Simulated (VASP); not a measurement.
Wanted: the native input for a VASP 6.6.1 run.

- Task: relaxation of cell and atoms
- Functional: PBEsol
- Potentials or basis: VASP PAW PBE potentials, release 64 (Ti_sv)
- Cutoff: 600 eV
- k mesh: 8 × 8 × 8
- Occupations: gaussian, width 0.1 eV
- Spin: no spin polarisation
- Dipole correction: no
- Further INCAR settings: ALGO = Fast; EDIFF = 1e-06; IBRION = 2; EDIFFG = -0.04; NSW = 90; ISIF = 3

The structure of Ti lies in POSCAR:

```
Ti
1.0
   -1.6410000000      1.6410000000      1.6410000000
    1.6410000000     -1.6410000000      1.6410000000
    1.6410000000      1.6410000000     -1.6410000000
Ti
1
Direct
    0.0000000000      0.0000000000      0.0000000000
```

This isn't the form of Ti at room conditions, which is hcp.

The input as run:

INCAR

```
PREC     = Accurate       # precision mode
ENCUT    = 600            # plane-wave cutoff, eV
EDIFF    = 1E-6           # SCF threshold, eV
ISMEAR   = 0              # smearing method
SIGMA    = 0.1            # smearing width, eV
LREAL    = F              # projectors in reciprocal space
LASPH    = T              # aspherical terms in the spheres
NELM     = 100            # most SCF steps
ALGO     = Fast           # electronic algorithm
ISIF     = 3              # what is computed and relaxed
LWAVE    = F              # write WAVECAR
LCHARG   = F              # write CHGCAR
GGA      = PS             # functional
IBRION   = 2              # ionic algorithm
NSW      = 90             # ionic steps
EDIFFG   = -0.04          # ionic threshold
```

KPOINTS

```
Automatic mesh
0
Gamma
  8 8 8
```

Potentials or basis: VASP PAW PBE potentials, release 64 (Ti_sv).

Launch:

```sh
$ cat potpaw_PBE.64/Ti_sv/POTCAR > POTCAR
$ mpirun -np 1 vasp_std > vasp.out
```

It gave:

* Relaxed volume: 16.51 Å³/atom
* Relaxed cell: a = 2.778 Å, b = 2.778 Å, c = 2.778 Å, α = 109.47°, β = 109.47°, γ = 109.47°
* Space group after relaxing (to 0.1 Å): Im-3m (No. 229)
* Energy gained by relaxing: 27.4 meV/atom
* Ionic steps: 3
* Pressure after relaxing: 0.0 GPa
* Band gap on the k mesh: zero (bands 6 and 7 overlap by 1.65 eV)

Caveat: the PAW data sets were made with another functional, which shifts forces and pressure a little.

Wall time 29 s on 1 thread of AMD EPYC 9R45 96-Core Processor (Zen 5), on a shared host, peak memory 0.12 GiB.
